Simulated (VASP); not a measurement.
Set up this calculation in VASP 6.6.1, as the native input.

```yaml
Task: single point
Functional: PBEsol
Potentials_or_basis: VASP PAW PBE potentials, release 64 (Ag, I)
Cutoff: 500 eV
k_mesh: 12 × 12 × 12
Occupations: fermi-dirac, width 0.05 eV
Spin: no spin polarisation
Dipole_correction: no
Further_INCAR_settings: ALGO = Normal; EDIFF = 1e-06; NBANDS = 16
```

The structure of AgI (zincblende type) lies in POSCAR:

```
AgI
1.0
    0.0000000000      2.9948419798      2.9948419798
    2.9948419798      0.0000000000      2.9948419798
    2.9948419798      2.9948419798      0.0000000000
Ag I
1 1
Direct
    0.0000000000      0.0000000000      0.0000000000
    0.2500000000      0.2500000000      0.2500000000
```

This cell differs from its parent crystal: volume scaled by 0.8.

The input as run:

INCAR

```
PREC = Accurate
ENCUT = 500
EDIFF = 1E-6
ISMEAR = -1
SIGMA = 0.05
LREAL = F
LASPH = T
NELM = 120
ALGO = Normal
ISIF = 2
LWAVE = F
LCHARG = T
GGA = PS
LELF = T
LVHAR = T
NBANDS = 16
GGA_COMPAT = F
```

KPOINTS

```
Automatic mesh
0
Gamma
  12 12 12
```

Potentials or basis: VASP PAW PBE potentials, release 64 (Ag, I).

Launch:

```bash
$ cat potpaw_PBE.64/Ag/POTCAR potpaw_PBE.64/I/POTCAR > POTCAR
$ mpirun -np 1 vasp_std > vasp.out
```

Results of the run:

* Pressure: 13.7 GPa
* Band gap on the k mesh: 1.21 eV, direct

Caveat: the PAW data sets were made with another functional, which shifts forces and pressure a little; spin-orbit coupling is left out, which moves the levels of the heavy elements.

Run time: 21 s on 1 thread of Intel(R) Xeon(R) 6975P-C (Granite Rapids), on a shared host, peak memory 0.21 GiB.
